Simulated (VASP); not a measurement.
# BN (F-43m) in VASP: a series of runs

The runs below take BN through electric field gradients, with PBE.

Program: VASP 6.6.1. These are calculated values, not measurements. Logs are shortened: lines on timing, memory, paths and dates and some standing lists are left out, and cuts for length are marked.

## (1) The cell of the first run

The structure is cubic, space group F-43m (No. 216). Conventional cell: a = 3.645 Å, b = 3.645 Å, c = 3.645 Å, α = 90.00°, β = 90.00°, γ = 90.00°. Within 2.1 Å of B (site symmetry -43m) lie 4 N at 1.58 Å. N (site symmetry -43m) has 4 B at 1.58 Å within 2.1 Å.

## (2) Electric field gradients, PBE (volume scaled by 1.025)

The input, INCAR:

```
SYSTEM = BN
ALGO = Normal
EDIFF = 1E-8
ENCUT = 520
GGA = PE
GGA_COMPAT = .FALSE.
ISIF = 2
ISMEAR = -1
LASPH = .TRUE.
LCHARG = .FALSE.
LEFG = .TRUE.
LREAL = .FALSE.
LWAVE = .FALSE.
NBANDS = 11
NELM = 120
PREC = Accurate
SIGMA = 0.02
```

The input, KPOINTS:

```
k-points
0
G
  11 11 11
  0 0 0
```

The input, POSCAR:

```
BN
1.0
    0.0000000000      1.8224386940      1.8224386940
    1.8224386940      0.0000000000      1.8224386940
    1.8224386940      1.8224386940      0.0000000000
B N
1 1
Direct
    0.0000000000      0.0000000000      0.0000000000
    0.7500000000      0.7500000000      0.7500000000
```

Potentials or basis: VASP PAW PBE potentials, release 64 (B, N).

Run with:

```bash
cat potpaw_PBE.64/B/POTCAR potpaw_PBE.64/N/POTCAR > POTCAR
mpirun -np 1 vasp_std > vasp.out
```

OUTCAR:

```text
SYSTEM = BN
   EDIFF = 1E-8
   ENCUT = 520
   GGA = PE
   ISIF = 2
   ISMEAR = -1
   LASPH = .TRUE.
   LREAL = .FALSE.
   NELM = 120
   PREC = Accurate

 ion  position               nearest neighbor table
   1  0.000  0.000  0.000-   2 1.58   2 1.58   2 1.58   2 1.58
   2  0.750  0.750  0.750-   1 1.58   1 1.58   1 1.58   1 1.58

  LATTYP: Found a face centered cubic cell.
 ALAT       =     3.6448773880

  Lattice vectors:

 A1 = (   0.0000000000,   1.8224386940,   1.8224386940)
 A2 = (   1.8224386940,   0.0000000000,   1.8224386940)
 A3 = (   1.8224386940,   1.8224386940,   0.0000000000)

Analysis of symmetry for initial positions (statically):
=====================================================================
 Subroutine PRICEL returns:
 Original cell was already a primitive cell.

 Routine SETGRP: Setting up the symmetry group for a
 face centered cubic supercell.

 Subroutine GETGRP returns: Found 24 space group operations
 (whereof 24 operations were pure point group operations)
 out of a pool of 48 trial point group operations.

The static configuration has the point symmetry T_d .

Analysis of symmetry for dynamics (positions and initial velocities):
=====================================================================
 Subroutine PRICEL returns:
 Original cell was already a primitive cell.

 Routine SETGRP: Setting up the symmetry group for a
 face centered cubic supercell.

 Subroutine GETGRP returns: Found 24 space group operations
 (whereof 24 operations were pure point group operations)
 out of a pool of 48 trial point group operations.

The dynamic configuration has the point symmetry T_d .

 Subroutine INISYM returns: Found 24 space group operations
 (whereof 24 operations are pure point group operations),
 and found     1 'primitive' translations

----------------------------------------------------------------------------------------

                                     Primitive cell

  volume of cell :      12.1057

  direct lattice vectors                    reciprocal lattice vectors
     0.000000000  1.822438694  1.822438694    -0.274357651  0.274357651  0.274357651
     1.822438694  0.000000000  1.822438694     0.274357651 -0.274357651  0.274357651
     1.822438694  1.822438694  0.000000000     0.274357651  0.274357651 -0.274357651

  length of vectors
     2.577317518  2.577317518  2.577317518     0.475201392  0.475201392  0.475201392

  position of ions in fractional coordinates (direct lattice)
     0.000000000  0.000000000  0.000000000
     0.750000000  0.750000000  0.750000000

  ion indices of the primitive-cell ions
   primitive index   ion index
                 1           1
                 2           2

----------------------------------------------------------------------------------------

 KPOINTS: k-points

Automatic generation of k-mesh.
 Grid dimensions read from file:
 generate k-points for:   11   11   11

 Generating k-lattice:

  Cartesian coordinates                     Fractional coordinates (reciprocal lattice)
    -0.024941605  0.024941605  0.024941605     0.090909091  0.000000000  0.000000000
     0.024941605 -0.024941605  0.024941605     0.000000000  0.090909091  0.000000000
     0.024941605  0.024941605 -0.024941605     0.000000000  0.000000000  0.090909091

  Length of vectors
     0.043200127  0.043200127  0.043200127

  Shift w.r.t. Gamma in fractional coordinates (k-lattice)
     0.000000000  0.000000000  0.000000000

 Subroutine IBZKPT returns following result:
 ===========================================

 Found     56 irreducible k-points:

 Following reciprocal coordinates:
            Coordinates               Weight
  0.000000  0.000000  0.000000      1.000000
  0.090909  0.000000  0.000000      8.000000
  0.181818  0.000000  0.000000      8.000000
  0.272727  0.000000  0.000000      8.000000
  0.363636  0.000000  0.000000      8.000000
  0.454545  0.000000  0.000000      8.000000
[... 16 lines left out ...]
 -0.272727  0.181818  0.000000     24.000000
 -0.181818  0.181818  0.000000     12.000000
 [... further k-points ...]
   k-points           NKPTS =     56   k-points in BZ     NKDIM =     56   number of bands    NBANDS=     11
   number of dos      NEDOS =    301   number of ions     NIONS =      2
   total plane-waves  NPLWV =   8000
   dimension x,y,z NGX =    20 NGY =   20 NGZ =   20
   dimension x,y,z NGXF=    40 NGYF=   40 NGZF=   40
   ions per type =               1   1
   NGX,Y,Z   is equivalent  to a cutoff of  12.90, 12.90, 12.90 a.u.
   NGXF,Y,Z  is equivalent  to a cutoff of  25.80, 25.80, 25.80 a.u.
 SYSTEM =  BN
   PREC   = accura    normal or accurate (medium, high low for compatibility)
   ISTART =      0    job   : 0-new  1-cont  2-samecut
   ICHARG =      2    charge: 1-file 2-atom 10-const
   ISPIN  =      1    spin polarized calculation?
   LNONCOLLINEAR =      F non collinear calculations
   LSORBIT =      F    spin-orbit coupling
   LASPH  =      T    aspherical Exc in radial PAW
   ENCUT  =  520.0 eV  38.22 Ry    6.18 a.u.   4.79  4.79  4.79*2*pi/ulx,y,z
   NELM   =    120;   NELMIN=  2; NELMDL= -5     # of ELM steps
   EDIFF  = 0.1E-07   stopping-criterion for ELM
   LREAL  =      F    real-space projection
   EDIFFG = 0.1E-06   stopping-criterion for IOM
   NSW    =      0    number of steps for IOM
   IBRION =     -1    ionic relax: 0-MD 1-quasi-New 2-CG
   NFREE  =      0    steps in history (QN), initial steepest desc. (CG)
   ISIF   =      2    stress and relaxation
   ISYM   =      2    0-nonsym 1-usesym 2-fastsym
   POTIM  = 0.5000    time-step for ionic-motion
   TEBEG  =    0.0;   TEEND  =   0.0 temperature during run
   PSTRESS=    0.0 pullay stress
   NELECT =       8.0000    total number of electrons
   NUPDOWN=      -1.0000    fix difference up-down
   EMIN   =  10.00;   EMAX   =-10.00  energy-range for DOS
   EFERMI =   0.00;   METHOD = LEGACY
   ISMEAR =    -1;   SIGMA  =   0.02  broadening in eV -4-tet -1-fermi 0-gaus
   EFERMI_NEDOS =   21; number of points for ismear=-14 and -15
   IALGO  =     38    algorithm
   IMIX   =      4    mixing-type and parameters
     AMIX     =   0.40;   BMIX     =  1.00
     AMIX_MAG =   1.60;   BMIX_MAG =  1.00
  volume/ion in A,a.u.               =       6.05        40.85
  Fermi-wavevector in a.u.,A,eV,Ry     =   1.425964  2.694681 27.665724  2.033373
  Thomas-Fermi vector in A             =   2.546292
   LORBIT       =      0    0 simple, 1 ext, 2 COOP (PROOUT), +10 PAW based schemes
   GGA     = PE    functional components
   LHFCALC =     F    Hartree Fock is set to
   AEXX    =    0.0000 exact exchange contribution
   IVDW    =     0    specifies the selected vdW correction
   LEPSILON=     F    determine dielectric tensor
   LRPA    =     F    only Hartree local field effects (RPA)
 non-spin polarized calculation
  energy-cutoff  :      520.00
  volume of cell :       12.11
 maximum number of plane-waves:       335
   NGX =  9   NGY =  9   NGZ =  9

 number of electron       8.0000000 magnetization

 Free energy of the ion-electron system (eV)
  ---------------------------------------------------
  ext. energy  EPLUGINS =         0.00000000
  ---------------------------------------------------
  free energy    TOTEN  =       -17.44781941 eV

  energy without entropy =      -17.44781941  energy(sigma->0) =      -17.44781941

 E-fermi :   7.5850     XC(G=0): -12.7005

 val. band max:        7.1018751399   @ k =   0.0000   0.0000   0.0000
 cond. band min:      11.6354655343   @ k =   0.4545   0.4545   0.0000
 fundamental gap:      4.5335903944
 Fermi energy:         7.5850176231

 k-point     1 :       0.0000    0.0000    0.0000
  band No.  band energies     occupation
      1     -12.8507      2.00000
      2       7.1019      2.00000
      3       7.1019      2.00000
      4       7.1019      2.00000
      5      15.8042      0.00000
      6      15.8042      0.00000
      7      15.8042      0.00000
      8      17.0525      0.00000
      9      31.3932      0.00000
     10      34.5712      0.00000
     11      34.5712      0.00000

 k-point     2 :       0.0909    0.0000    0.0000
  band No.  band energies     occupation
      1     -12.6537      2.00000
      2       6.0493      2.00000
      3       6.8948      2.00000
      4       6.8948      2.00000
      5      15.9982      0.00000
      6      16.1178      0.00000
      7      16.1178      0.00000
      8      17.7434      0.00000
      9      31.2108      0.00000
     10      32.2249      0.00000
     11      32.2249      0.00000
[... 295 lines left out ...]
 k-point    24 :      -0.1818    0.1818    0.0000
  band No.  band energies     occupation
      1     -10.8350      2.00000
      2       1.6454      2.00000
      3       3.4326      2.00000
      4       6.0817      2.00000
      5      17.5361      0.00000
      6      17.5372      0.00000
      7      17.9862      0.00000
      8      20.2617      0.00000
      9      28.1976      0.00000
     10      29.1708      0.00000
     11      33.4129      0.00000

 [... further k-points ...]
[... 5 lines left out ...]
  --------------------------------------------------------------------------------------
  -------------------------------------------------------------------------------------
  Total       -0.4393814     -0.4393814     -0.4393814      0.0000000     -0.0000000      0.0000000
  in kB      -58.1518372    -58.1518372    -58.1518372      0.0000000     -0.0000000      0.0000000
  external PRESSURE =     -58.1518372 kB  Pullay stress =       0.0000000 kB

 VOLUME and BASIS-vectors are now :
 -----------------------------------------------------------------------------
  energy-cutoff  :      520.00
  volume of cell :       12.11
      direct lattice vectors                 reciprocal lattice vectors
     0.000000000  1.822438694  1.822438694    -0.274357651  0.274357651  0.274357651
     1.822438694  0.000000000  1.822438694     0.274357651 -0.274357651  0.274357651
     1.822438694  1.822438694  0.000000000     0.274357651  0.274357651 -0.274357651

 POSITION                                       TOTAL-FORCE (eV/Angst)
 -----------------------------------------------------------------------------------
      0.00000      0.00000      0.00000         0.000000      0.000000      0.000000
      2.73366      2.73366      2.73366        -0.000000     -0.000000     -0.000000
 -----------------------------------------------------------------------------------
    total drift:                               -0.000000     -0.000000     -0.000000

  FREE ENERGIE OF THE ION-ELECTRON SYSTEM (eV)
  ---------------------------------------------------
  free  energy   TOTEN  =       -17.4478194097 eV

  energy  without entropy=      -17.4478194097  energy(sigma->0) =      -17.44781941

 Electric field gradients (V/A^2)
---------------------------------------------------------------------
 ion       V_xx      V_yy      V_zz      V_xy      V_xz      V_yz
---------------------------------------------------------------------
   1       0.000    -0.000     0.000    -0.000    -0.000    -0.000
   2       0.000     0.000    -0.000     0.000     0.000     0.000
---------------------------------------------------------------------

 Electric field gradients after diagonalization (V/A^2)
 (convention: |V_zz| > |V_xx| > |V_yy|)
----------------------------------------------------------------------
 ion       V_xx      V_yy      V_zz     asymmetry (V_yy - V_xx)/ V_zz
----------------------------------------------------------------------
   1       0.000     0.000    -0.000       0.000
   2      -0.000    -0.000     0.000       0.000
----------------------------------------------------------------------

           NMR quadrupolar parameters

 Cq : quadrupolar parameter    Cq=e*Q*V_zz/h
 eta: asymmetry parameters     (V_yy - V_xx)/ V_zz
 Q  : nuclear electric quadrupole moment in mb (millibarn)
----------------------------------------------------------------------
 ion       Cq(MHz)       eta       Q (mb)
----------------------------------------------------------------------
   1      -0.000       0.000       1.000
   2       0.000       0.000       1.000
----------------------------------------------------------------------
```

Run time: 7.4 s. Hardware: 1 thread of Intel Xeon Platinum 8259CL at 2.50GHz (Skylake/Cascade Lake), shared host; peak memory 0.12 GiB.

Results:

```
Free energy            : -17.4478 eV
Pressure               : -5.8 GPa
Band gap on the k mesh : 4.53 eV, indirect (least direct gap 8.70 eV)
```

Caveat: without QUAD_EFG the Cq values of the log hold for a quadrupole moment of 1 mb, not for the nuclei. A k mesh can miss the band edges.

(Part 1 of 2 ends here.)
